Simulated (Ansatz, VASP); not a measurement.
## One calculation of SiC, two programs

```xyz
4
Lattice="0.0000 -2.1781 -2.1781 0.0000 2.1781 -2.1781 4.3563 0.0000 0.0000" Properties=species:S:1:pos:R:3 pbc="T T T"
Si    2.1781   -0.1875   -2.1781
Si    0.0000    0.1875    0.0000
C     1.0891    1.0891   -1.2080
C     3.2672   -1.0891   -0.9702
```

Change from the starting cell: mode 4 (378.0 1/cm) frozen in, largest displacement +0.188 Å.

Alike in both runs: task single point; functional r2SCAN; k mesh 10 × 10 × 6; occupations gaussian, width 0.05 eV; no spin polarisation.

|  | VASP | Ansatz |
| --- | --- | --- |
| version | VASP 6.6.1 | Ansatz 0.2.0 |
| potentials or method | VASP PAW PBE potentials, release 64 (Si, C), cutoff 520 eV | scalar-relativistic, plane waves, PAW |
| valence electrons in the cell | 16 | 16 |

|  | VASP | Ansatz | Ansatz less VASP |
| --- | --- | --- | --- |
| gap on the k mesh at the Fermi level (eV) | 1.41 | 1.40 | -0.009 |
| least direct gap on the mesh (eV) | 1.51 | 1.50 | -0.008 |
| pressure (GPa) | -0.7 | -0.6 | +0.15 |
| traceless stress, the component that is largest in VASP (GPa) | 2.59 | 2.60 | +0.009 |
| rms of the force components (eV/Å) | 1.138 | 1.135 | -0.0034 |

VASP's potentials were made for PBE, not for r2SCAN. Atom by atom the forces differ by 0.005 eV/Å (rms over components). With one functional, cell and mesh, what is left measures potentials, basis and numerics.
